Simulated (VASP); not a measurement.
# BeSi (P4/nmm) in VASP: further runs

The runs below take BeSi through single point, relaxation of cell and atoms, with PBE.

Everything below comes from runs of VASP 6.6.1. Logs are shortened: lines on timing, memory, paths and dates and some standing lists are left out, and cuts for length are marked.

**1. The cell of the first run**

The typed cell holds 4 atoms: a = 3.603 Å, b = 3.603 Å, c = 3.434 Å, α = 90.00°, β = 90.00°, γ = 90.00°.

**2. Single point, PBE**

INCAR

```
SYSTEM = BeSi
PREC     = Accurate       ! precision mode
ENCUT    = 520            ! plane-wave cutoff, eV
EDIFF    = 1E-6           ! SCF threshold, eV
ISMEAR   = 0              ! smearing method
SIGMA    = 0.1            ! smearing width, eV
LREAL    = .False.        ! projectors in reciprocal space
LASPH    = .True.         ! aspherical terms in the spheres
NELM     = 60             ! most SCF steps
ALGO     = Normal         ! electronic algorithm
ISIF     = 2              ! what is computed and relaxed
LWAVE    = .False.        ! write WAVECAR
LCHARG   = .True.         ! write CHGCAR
GGA      = PE             ! functional
LELF     = .True.         ! ELF
LVHAR    = .True.       
NBANDS   = 14             ! bands
```

KPOINTS

```
regular mesh
0
Gamma
  14 14 14
  0 0 0
```

POSCAR

```
BeSi
1.0
    3.6032870974      0.0000000000      0.0000000000
    0.0000000000      3.6032870974      0.0000000000
    0.0000000000      0.0000000000      3.4342585618
Be Si
2 2
Direct
    0.0000000000      0.5000000000      0.4998173008
    0.5000000000      0.0000000000      0.5001826992
    0.0000000000      0.0000000000      0.0000000000
    0.5000000000      0.5000000000      0.0000000000
```

Potentials or basis: VASP PAW PBE potentials, release 64 (Be, Si).

Launch:

```console
$ cat potpaw_PBE.64/Be/POTCAR potpaw_PBE.64/Si/POTCAR > POTCAR
$ mpirun -np 1 vasp_std > vasp.out
```

OUTCAR:

```text
SYSTEM = BeSi
   PREC = Accurate
   ENCUT = 520
   EDIFF = 1E-6
   ISMEAR = 0
   LREAL = .False.
   LASPH = .True.
   NELM = 60
   ISIF = 2
   GGA = PE

 ion  position               nearest neighbor table
   1  0.000  0.500  0.500-   3 2.49   4 2.49   3 2.49   4 2.49   3 2.49   3 2.49   4 2.49   4 2.49

   2  0.500  0.000  0.500-   3 2.49   4 2.49   4 2.49   3 2.49   3 2.49   4 2.49   4 2.49   3 2.49

   3  0.000  0.000  0.000-   1 2.49   2 2.49   1 2.49   2 2.49   2 2.49   1 2.49   2 2.49   1 2.49
                             4 2.55   4 2.55   4 2.55   4 2.55
   4  0.500  0.500  0.000-   1 2.49   2 2.49   2 2.49   1 2.49   2 2.49   2 2.49   1 2.49   1 2.49
                             3 2.55   3 2.55   3 2.55   3 2.55

  LATTYP: Found a simple tetragonal cell.
 ALAT       =     3.6032870974
 C/A-ratio  =     0.9530904613

  Lattice vectors:

 A1 = (   3.6032870974,   0.0000000000,   0.0000000000)
 A2 = (   0.0000000000,   3.6032870974,   0.0000000000)
 A3 = (   0.0000000000,   0.0000000000,   3.4342585618)

Analysis of symmetry for initial positions (statically):
=====================================================================
 Subroutine PRICEL returns:
 Original cell was already a primitive cell.

 Routine SETGRP: Setting up the symmetry group for a
 simple tetragonal supercell.

 Subroutine GETGRP returns: Found 16 space group operations
 (whereof  8 operations were pure point group operations)
 out of a pool of 16 trial point group operations.

The static configuration has the point symmetry D_2d.
 The point group associated with its full space group is D_4h.

Analysis of symmetry for dynamics (positions and initial velocities):
=====================================================================
 Subroutine PRICEL returns:
 Original cell was already a primitive cell.

 Routine SETGRP: Setting up the symmetry group for a
 simple tetragonal supercell.

 Subroutine GETGRP returns: Found 16 space group operations
 (whereof  8 operations were pure point group operations)
 out of a pool of 16 trial point group operations.

The dynamic configuration has the point symmetry D_2d.
 The point group associated with its full space group is D_4h.

 Subroutine INISYM returns: Found 16 space group operations
 (whereof  8 operations are pure point group operations),
 and found     1 'primitive' translations

----------------------------------------------------------------------------------------

                                     Primitive cell

[... 108 lines left out ...]
   EFERMI =   0.00;   METHOD = LEGACY
   ISMEAR =     0;   SIGMA  =   0.10  broadening in eV -4-tet -1-fermi 0-gaus
   EFERMI_NEDOS =   21; number of points for ismear=-14 and -15
   IALGO  =     38    algorithm
   IMIX   =      4    mixing-type and parameters
     AMIX     =   0.40;   BMIX     =  1.00
     AMIX_MAG =   1.60;   BMIX_MAG =  1.00
  volume/ion in A,a.u.               =      11.15        75.23
  Fermi-wavevector in a.u.,A,eV,Ry     =   1.056959  1.997364 15.199930  1.117163
  Thomas-Fermi vector in A             =   2.192215
   LORBIT       =      0    0 simple, 1 ext, 2 COOP (PROOUT), +10 PAW based schemes
   GGA     = PE    functional components
   LHFCALC =     F    Hartree Fock is set to
   AEXX    =    0.0000 exact exchange contribution
   IVDW    =     0    specifies the selected vdW correction
   LEPSILON=     F    determine dielectric tensor
   LRPA    =     F    only Hartree local field effects (RPA)
 non-spin polarized calculation
 Gauss-broadening in eV      SIGMA  =   0.10
  energy-cutoff  :      520.00
  volume of cell :       44.59
 maximum number of plane-waves:      1223
 NGX is ok and might be reduce to    28
   NGX = 13   NGY = 13   NGZ = 13

 number of electron      11.9999999 magnetization

 Free energy of the ion-electron system (eV)
  ---------------------------------------------------
  ext. energy  EPLUGINS =         0.00000000
  ---------------------------------------------------
  free energy    TOTEN  =       -16.81948368 eV

  energy without entropy =      -16.81407500  energy(sigma->0) =      -16.81677934

 E-fermi :   9.3240     XC(G=0): -10.9861

 val. band max:        9.3187632880   @ k =   0.0714   0.0000   0.0000
 cond. band min:       9.3253624566   @ k =   0.4286   0.3571   0.2143
 fundamental gap:      0.0065991686
 Fermi energy:         9.3239595508

 k-point     1 :       0.0000    0.0000    0.0000
  band No.  band energies     occupation
      1      -4.6362      2.00000
      2       4.6399      2.00000
      3       4.6399      2.00000
      4       5.6128      2.00000
      5       6.2846      2.00000
      6       8.5485      2.00000
      7       9.2901      1.36792
      8      14.4861      0.00000
      9      14.4861      0.00000
     10      15.1222      0.00000
     11      15.5125      0.00000
     12      15.8454      0.00000
     13      15.8784      0.00000
     14      15.8784      0.00000
[... 377 lines left out ...]
      1      -2.8230      2.00000
      2       0.0699      2.00000
      3       3.2428      2.00000
      4       6.0323      2.00000
      5       7.4608      2.00000
      6      10.4891      0.00000
      7      10.9436      0.00000
      8      11.9981      0.00000
      9      13.4556      0.00000
     10      13.4803      0.00000
     11      14.8819      0.00000
     12      15.0427      0.00000
     13      16.3316      0.00000
     14      16.4458      0.00000

 [... further k-points ...]

------------------------ aborting loop because EDIFF is reached ----------------------------------------

  FORCE on cell =-STRESS in cart. coord.  units (eV):
  Direction    XX          YY          ZZ          XY          YZ          ZX
  --------------------------------------------------------------------------------------
  -------------------------------------------------------------------------------------
  Total       -0.0113129     -0.0113129     -0.0069902      0.0000000      0.0000000      0.0000000
  in kB       -0.4064927     -0.4064927     -0.2511696      0.0000000      0.0000000      0.0000000
  external PRESSURE =      -0.3547183 kB  Pullay stress =       0.0000000 kB

 VOLUME and BASIS-vectors are now :
 -----------------------------------------------------------------------------
  energy-cutoff  :      520.00
  volume of cell :       44.59
      direct lattice vectors                 reciprocal lattice vectors
     3.603287097  0.000000000  0.000000000     0.277524375  0.000000000  0.000000000
     0.000000000  3.603287097  0.000000000     0.000000000  0.277524375  0.000000000
     0.000000000  0.000000000  3.434258562     0.000000000  0.000000000  0.291183667

 POSITION                                       TOTAL-FORCE (eV/Angst)
 -----------------------------------------------------------------------------------
      0.00000      1.80164      1.71650         0.000000     -0.000000      0.001533
      1.80164      0.00000      1.71776         0.000000     -0.000000     -0.001533
      0.00000      0.00000      0.00000         0.000000     -0.000000      0.000000
      1.80164      1.80164      0.00000         0.000000      0.000000      0.000000
 -----------------------------------------------------------------------------------
    total drift:                               -0.000000      0.000000     -0.000000

  FREE ENERGIE OF THE ION-ELECTRON SYSTEM (eV)
  ---------------------------------------------------
  free  energy   TOTEN  =       -16.8194836770 eV

  energy  without entropy=      -16.8140749959  energy(sigma->0) =      -16.81677934
```

OSZICAR:

```text
N       E                     dE             d eps       ncg     rms          rms(c)
DAV:   1     0.915448103128E+01    0.91545E+01   -0.47926E+03  8064   0.702E+02
DAV:   2    -0.160278098621E+02   -0.25182E+02   -0.23723E+02 10578   0.115E+02
DAV:   3    -0.169278704487E+02   -0.90006E+00   -0.88879E+00 11104   0.178E+01
DAV:   4    -0.169361512208E+02   -0.82808E-02   -0.82719E-02  9510   0.211E+00
DAV:   5    -0.169362546404E+02   -0.10342E-03   -0.10341E-03 10934   0.213E-01    0.506E+00
DAV:   6    -0.168483489155E+02    0.87906E-01   -0.71490E-02  9798   0.125E+00    0.283E+00
DAV:   7    -0.168210694814E+02    0.27279E-01   -0.42790E-02 10310   0.996E-01    0.326E-01
DAV:   8    -0.168196063872E+02    0.14631E-02   -0.28452E-03  9558   0.287E-01    0.108E-01
DAV:   9    -0.168194859111E+02    0.12048E-03   -0.12545E-04 10642   0.715E-02    0.706E-02
DAV:  10    -0.168194838864E+02    0.20247E-05   -0.46560E-06  9638   0.115E-02    0.271E-02
DAV:  11    -0.168194836770E+02    0.20935E-06   -0.37985E-07  6288   0.374E-03
   1 F= -.16819484E+02 E0= -.16816779E+02  d E =-.540868E-02
```

Run time: 3.3 min. Hardware: 1 thread of Oxide Virtual Turin-like, shared host; peak memory 0.24 GiB.

What came out:

| Quantity | Value |
| --- | --- |
| Free energy | -16.8195 eV |
| Pressure | 0.0 GPa |
| Band gap on the k mesh | zero (bands 6 and 7 overlap by 4.55 eV) |

**3. Relaxation of cell and atoms, PBE**

This run uses another cell than the first one, of 11.18 Å³/atom.

INCAR

```
PREC = Accurate ; ENCUT = 600
EDIFF = 1E-7 ; ISMEAR = 0
SIGMA = 0.1 ; LREAL = F
LASPH = T ; NELM = 100
ALGO = Normal ; ISIF = 3
LWAVE = F ; LCHARG = F
GGA = PE ; IBRION = 2
NSW = 100 ; EDIFFG = -0.01
```

KPOINTS

```
regular mesh
0
Gamma
  14 14 14
```

POSCAR

```
BeSi
1.0
    3.5613189861      0.0000000000      0.0000000000
    0.0000000000      3.5613189861      0.0000000000
    0.0000000000      0.0000000000      3.5257659391
Be Si
2 2
Direct
    0.0000000000      0.5000000000      0.4917911093
    0.5000000000      0.0000000000      0.5082088907
    0.0000000000      0.0000000000      0.0000000000
    0.5000000000      0.5000000000      0.0000000000
```

Potentials or basis: VASP PAW PBE potentials, release 64 (Be, Si).

Launch:

```console
$ cat potpaw_PBE.64/Be/POTCAR potpaw_PBE.64/Si/POTCAR > POTCAR
$ mpirun -np 1 vasp_std > vasp.out
```

OUTCAR:

```text
PREC = Accurate
   ENCUT = 600
   EDIFF = 1E-7
   ISMEAR = 0
   LREAL = F
   LASPH = T
   NELM = 100
   ISIF = 3
   GGA = PE
   IBRION = 2
   NSW = 100
   EDIFFG = -0.01

 ion  position               nearest neighbor table
   1  0.000  0.500  0.492-   3 2.49   4 2.49   3 2.49   4 2.49   3 2.53   3 2.53   4 2.53   4 2.53

   2  0.500  0.000  0.508-   3 2.49   4 2.49   4 2.49   3 2.49   3 2.53   4 2.53   4 2.53   3 2.53

   3  0.000  0.000  0.000-   1 2.49   2 2.49   1 2.49   2 2.49   4 2.52   4 2.52   4 2.52   4 2.52
                             2 2.53   2 2.53   1 2.53   1 2.53
   4  0.500  0.500  0.000-   1 2.49   2 2.49   2 2.49   1 2.49   3 2.52   3 2.52   3 2.52   3 2.52
                             2 2.53   2 2.53   1 2.53   1 2.53

  LATTYP: Found a simple tetragonal cell.
 ALAT       =     3.5613189861
 C/A-ratio  =     0.9900168878
[... 398 lines left out ...]
  band No.  band energies     occupation
      1      -4.6355      2.00000
      2       4.6374      2.00000
      3       4.6374      2.00000
      4       5.6200      2.00000
      5       6.2795      2.00000
      6       8.5464      2.00000
      7       9.2991      1.27781
      8      14.4791      0.00000
      9      14.4791      0.00000
     10      15.1248      0.00000
[... 287 lines left out ...]
 k-point    24 :       0.3571    0.2143    0.0000
  band No.  band energies     occupation
      1      -2.8231      2.00000
      2       0.0686      2.00000
      3       3.2411      2.00000
      4       6.0297      2.00000
      5       7.4673      2.00000
      6      10.4942      0.00000
      7      10.9520      0.00000
      8      11.9956      0.00000
      9      13.4607      0.00000
     10      13.4844      0.00000

 [... further k-points ...]

------------------------ aborting loop because EDIFF is reached ----------------------------------------

  FORCE on cell =-STRESS in cart. coord.  units (eV):
  Direction    XX          YY          ZZ          XY          YZ          ZX
  --------------------------------------------------------------------------------------
  -------------------------------------------------------------------------------------
  Total       -0.0114395     -0.0114395      0.0114978      0.0000000     -0.0000000      0.0000000
  in kB       -0.4110572     -0.4110572      0.4131509      0.0000000     -0.0000000      0.0000000
  external PRESSURE =      -0.1363212 kB  Pullay stress =       0.0000000 kB
[... 19 lines left out ...]
  FREE ENERGIE OF THE ION-ELECTRON SYSTEM (eV)
  ---------------------------------------------------
  free  energy   TOTEN  =       -16.8196955220 eV

  energy  without entropy=      -16.8143279654  energy(sigma->0) =      -16.81701174

 reached required accuracy - stopping structural energy minimisation
```

OSZICAR:

```text
N       E                     dE             d eps       ncg     rms          rms(c)
DAV:   1     0.161685430829E+02    0.16169E+02   -0.54520E+03  5768   0.111E+03
DAV:   2    -0.155839206545E+02   -0.31752E+02   -0.30048E+02  7790   0.147E+02
DAV:   3    -0.168898046389E+02   -0.13059E+01   -0.12557E+01  8128   0.262E+01
DAV:   4    -0.169087228236E+02   -0.18918E-01   -0.18755E-01  7642   0.299E+00
[... 77 lines left out ...]
DAV:   1    -0.168197623388E+02   -0.24606E-03   -0.63253E-03  6240   0.546E-01    0.350E-02
DAV:   2    -0.168197098654E+02    0.52473E-04   -0.21261E-04  7034   0.109E-01    0.168E-02
DAV:   3    -0.168196961801E+02    0.13685E-04   -0.53565E-05  6902   0.414E-02    0.423E-03
DAV:   4    -0.168196955727E+02    0.60746E-06   -0.33628E-06  6832   0.148E-02    0.135E-03
DAV:   5    -0.168196955220E+02    0.50699E-07   -0.13065E-07  5052   0.280E-03
  10 F= -.16819696E+02 E0= -.16817012E+02  d E =-.179170E-03
```

CONTCAR:

```text
BeSi
   1.00000000000000
     3.6038895002502018    0.0000000000000000    0.0000000000000000
     0.0000000000000000    3.6038895002502018    0.0000000000000000
     0.0000000000000000   -0.0000000000000000    3.4329879164987505
  Be              Si
     2     2
Direct
     0.0000000000000000    0.5000000000000000    0.4991276045093815
     0.5000000000000000    0.0000000000000000    0.5008723954906183
     0.0000000000000000    0.0000000000000000    1.0000000000000000
     0.5000000000000000    0.5000000000000000    1.0000000000000000

  0.00000000E+00  0.00000000E+00  0.00000000E+00
  0.00000000E+00  0.00000000E+00  0.00000000E+00
  0.00000000E+00  0.00000000E+00  0.00000000E+00
  0.00000000E+00  0.00000000E+00  0.00000000E+00
```

It took 14 min on 1 thread of Oxide Virtual Turin-like, shared host; peak memory 0.25 GiB.

Results:

```yaml
Free_energy: -16.8197 eV
Relaxed_volume: 11.15 Å³/atom
Relaxed_cell: a = 3.604 Å, b = 3.604 Å, c = 3.433 Å, α = 90.00°, β = 90.00°, γ = 90.00°
Space_group_after_relaxing_to_0.1_Å: P4/mmm (No. 123)
Energy_gained_by_relaxing: 5.3 meV/atom
Ionic_steps: 10
Pressure_after_relaxing: 0.0 GPa
Largest_force_after_relaxing: 0.007 eV/Å
Band_gap_on_the_k_mesh: zero (bands 6 and 7 overlap by 4.55 eV)
```

Forces on the atoms (eV/Å):
```
Be   0.000  0.000  0.007
Be   0.000  0.000 -0.007
Si   0.000  0.000  0.000
Si   0.000  0.000  0.000
```

The path:
| step | energy change (eV) | largest force (eV/Å) | pressure (GPa) | volume (Å³) |
| --- | --- | --- | --- | --- |
| 1 | 0.0000 | 0.0358 | -0.48 | 44.72 |
| 2 | -0.0143 | 0.0510 | 0.07 | 44.50 |
| 3 | -0.0184 | 0.0570 | 0.46 | 44.35 |
| 4 | -0.0188 | 0.0596 | 0.63 | 44.30 |
| 5 | -0.0189 | 0.0603 | 0.68 | 44.28 |
| 6 | -0.0200 | 0.0510 | -0.08 | 44.61 |
| 7 | -0.0200 | 0.0495 | -0.20 | 44.67 |
| 8 | -0.0204 | 0.0407 | -0.14 | 44.65 |
| 9 | -0.0209 | 0.0151 | 0.01 | 44.59 |
| 10 | -0.0210 | 0.0074 | -0.01 | 44.59 |

Final structure:
```
CELL_PARAMETERS angstrom
3.60389 0.00000 0.00000
0.00000 3.60389 0.00000
0.00000 0.00000 3.43299
ATOMIC_POSITIONS crystal
Be 0.00000 0.50000 0.49913
Be 0.50000 0.00000 0.50087
Si 0.00000 0.00000 0.00000
Si 0.50000 0.50000 0.00000
```

Levels at points of the mesh, in eV from the Fermi level:
```csv
k point,band 3,band 4,band 5,band 6,band 7,band 8,band 9,band 10
"(0.00, 0.00, 0.00)",-4.69,-3.70,-3.04,-0.78,-0.03,5.15,5.15,5.80
"(0.50, 0.00, 0.00)",-2.04,-2.04,-1.04,-1.04,-0.01,-0.01,2.90,2.90
"(0.50, 0.50, 0.00)",-7.95,-7.95,1.49,1.49,1.72,1.72,3.35,3.35
"(0.00, 0.00, 0.50)",-2.41,-2.41,-0.89,-0.89,-0.69,-0.62,0.35,5.08
"(0.50, 0.00, 0.50)",-6.88,-6.88,0.14,0.14,1.85,1.85,2.00,2.00
"(0.50, 0.50, 0.50)",-6.93,-6.93,-5.73,-5.73,-2.61,-2.61,11.31,11.31
```
